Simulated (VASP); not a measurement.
A run of VASP 6.6.1:

File INCAR:

```
SYSTEM = Sn2O3
PREC     = Accurate       ! precision mode
ENCUT    = 520            ! plane-wave cutoff, eV
EDIFF    = 1E-6           ! SCF threshold, eV
ISMEAR   = -1             ! smearing method
SIGMA    = 0.06122561905347299 ! smearing width, eV
LREAL    = .FALSE.        ! projectors in reciprocal space
LASPH    = .TRUE.         ! aspherical terms in the spheres
NELM     = 100            ! most SCF steps
ALGO     = Normal         ! electronic algorithm
ISIF     = 2              ! what is computed and relaxed
LWAVE    = .FALSE.        ! write WAVECAR
LCHARG   = .TRUE.         ! write CHGCAR
GGA      = PE             ! functional
LELF     = .TRUE.         ! ELF
LVHAR    = .TRUE.       
NBANDS   = 57             ! bands
```

Contents of KPOINTS:

```
Automatic mesh
0
G
  11 11 11
  0 0 0
```

POSCAR

```
Sn2O3
1.0
    5.2535526126      0.0000000000      0.0000000000
    0.0000000000      5.2535526126      0.0000000000
    0.0000000000      0.0000000000      5.2535526126
Sn O
4 6
Direct
    0.2500000000      0.2500000000      0.2500000000
    0.7500000000      0.7500000000      0.2500000000
    0.7500000000      0.2500000000      0.7500000000
    0.2500000000      0.7500000000      0.7500000000
    0.5000000000      0.0000000000      0.0000000000
    0.0000000000      0.5000000000      0.0000000000
    0.0000000000      0.0000000000      0.5000000000
    0.5000000000      0.5000000000      0.0000000000
    0.5000000000      0.0000000000      0.5000000000
    0.0000000000      0.5000000000      0.5000000000
```

Potentials or basis: VASP PAW PBE potentials, release 64 (Sn_d, O).

Run with:

```console
$ cat potpaw_PBE.64/Sn_d/POTCAR potpaw_PBE.64/O/POTCAR > POTCAR
$ mpirun -np 1 vasp_std > vasp.out
```

Hardware: 1 thread of Intel Xeon 8259CL, on a shared host.

Question: Estimate the wall time of this run.

Answer: It took 14 min on 1 thread of Intel Xeon 8259CL, with other jobs on the host, peak memory 0.45 GiB. Counts: scf iterations 15, k points 56.
